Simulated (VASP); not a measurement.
# P: single point with PBEsol+D3(BJ)

The system is P.

```xyz
8
Lattice="3.4161 0.0000 0.0000 0.0000 9.7803 0.0000 0.0000 0.0000 3.7705" Properties=species:S:1:pos:R:3 pbc="T T T"
P     0.0000    8.6831    3.5588
P     1.7081    8.6831    2.0969
P     1.7081    5.9873    0.2117
P     0.0000    5.9873    1.6736
P     1.7081    3.7930    3.5588
P     0.0000    3.7930    2.0969
P     0.0000    1.0972    0.2117
P     1.7081    1.0972    1.6736
```

This cell differs from its parent crystal: uniaxial strain along a: +2.0 %, then relaxed in part.

* Program: VASP 6.6.1
* Task: single point
* Functional: PBEsol
* Dispersion: D3(BJ)
* Potentials or basis: VASP PAW PBE potentials, release 64 (P)
* Cutoff: 520 eV
* k mesh: 10 × 4 × 10
* Occupations: gaussian, width 0.1 eV
* Spin: no spin polarisation
* Dipole correction: no
* Further INCAR settings: ALGO = Normal; EDIFF = 1e-06; NBANDS = 30

The pressure is -0.4 GPa. The largest force is 0.037 eV/Å and the band gap on the k mesh is zero (band 20 reaches 8.99 eV, above the bottom of band 21 at 8.20 eV). The dispersion energy per atom is -0.359 eV.

Forces in eV/Å, atoms in the order of the input:
```
P    0.000  0.027 -0.025
P    0.000  0.027  0.025
P    0.000 -0.027  0.025
P    0.000 -0.027 -0.025
P    0.000  0.027 -0.025
P    0.000  0.027  0.025
P    0.000 -0.027  0.025
P    0.000 -0.027 -0.025
```

Stress tensor (GPa, compression positive):
```
-1.18  0.00  0.00
 0.00 -0.12  0.00
 0.00  0.00  0.04
```

Levels at points of the mesh, in eV from the Fermi level:
| k point | band 16 | band 17 | band 18 | band 19 | band 20 | band 21 | band 22 | band 23 | band 24 | band 25 |
| --- | --- | --- | --- | --- | --- | --- | --- | --- | --- | --- |
| (0.00, 0.00, 0.00) | -2.43 | -2.30 | -2.15 | -1.11 | -0.88 | -0.21 | 1.11 | 1.28 | 1.78 | 2.11 |
| (0.50, 0.00, 0.00) | -2.82 | -2.27 | -2.27 | -1.60 | -1.60 | 0.53 | 0.53 | 0.56 | 0.56 | 1.45 |
| (0.00, 0.50, 0.00) | -3.04 | -2.77 | -2.77 | -0.26 | -0.26 | 0.45 | 0.45 | 1.65 | 1.65 | 2.57 |
| (0.50, 0.50, 0.00) | -2.68 | -2.36 | -2.36 | -2.36 | -2.36 | 0.52 | 0.52 | 0.52 | 0.52 | 1.62 |
| (0.00, 0.00, 0.50) | -2.13 | -1.00 | -1.00 | -0.55 | -0.55 | 1.07 | 1.07 | 1.11 | 1.11 | 1.14 |
| (0.50, 0.00, 0.50) | -5.34 | -2.99 | -2.99 | -2.99 | -2.99 | 2.79 | 2.79 | 2.79 | 2.79 | 4.51 |
| (0.00, 0.50, 0.50) | -3.28 | -0.84 | -0.84 | -0.84 | -0.84 | 1.50 | 1.50 | 1.50 | 1.50 | 1.58 |
| (0.50, 0.50, 0.50) | -6.11 | -2.28 | -2.28 | -2.28 | -2.28 | 1.44 | 1.44 | 1.44 | 1.44 | 6.46 |

It took 2.4 min on 1 thread of Intel(R) Xeon(R) 6975P-C (Granite Rapids), with other jobs on the host, peak memory 0.41 GiB.

Caveat: the cell differs from its parent crystal (uniaxial strain along a: +2.0 %, then relaxed in part); the PAW data sets were made with another functional, which shifts forces and pressure a little; pairwise dispersion overbinds metals, which lowers pressure and volume.
